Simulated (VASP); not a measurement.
Input of a VASP 6.6.1 run:

Contents of INCAR:

```
SYSTEM = NaF
PREC     = Accurate       ! precision mode
ENCUT    = 520            ! plane-wave cutoff, eV
EDIFF    = 1E-6           ! SCF threshold, eV
ISMEAR   = -1             ! smearing method
SIGMA    = 0.05           ! smearing width, eV
LREAL    = .False.        ! projectors in reciprocal space
LASPH    = .True.         ! aspherical terms in the spheres
NELM     = 60             ! most SCF steps
ALGO     = Normal         ! electronic algorithm
ISIF     = 2              ! what is computed and relaxed
LWAVE    = .False.        ! write WAVECAR
LCHARG   = .True.         ! write CHGCAR
GGA      = CA             ! functional
LELF     = .True.         ! ELF
LVHAR    = .True.       
NBANDS   = 14             ! bands
```

The input KPOINTS:

```
regular mesh
0
Gamma
  10 10 10
  0 0 0
```

Contents of POSCAR:

```
NaF
1.0
    0.0000000000      2.2886448050      2.2886448050
    2.2886448050      0.0000000000      2.2886448050
    2.2886448050      2.2886448050      0.0000000000
Na F
1 1
Direct
    0.0000000000      0.0000000000      0.0000000000
    0.5000000000      0.5000000000      0.5000000000
```

Potentials or basis: VASP PAW LDA potentials, release 64 (Na_pv, F).

The run is started by

```console
$ cat potpaw_LDA.64/Na_pv/POTCAR potpaw_LDA.64/F/POTCAR > POTCAR
$ mpirun -np 1 vasp_std > vasp.out
```

Q: Estimate the band gap on the k mesh.

A: 6.15 eV, direct.

Q: Estimate the pressure.

A: -2.8 GPa.

 A k mesh can miss the band edges.
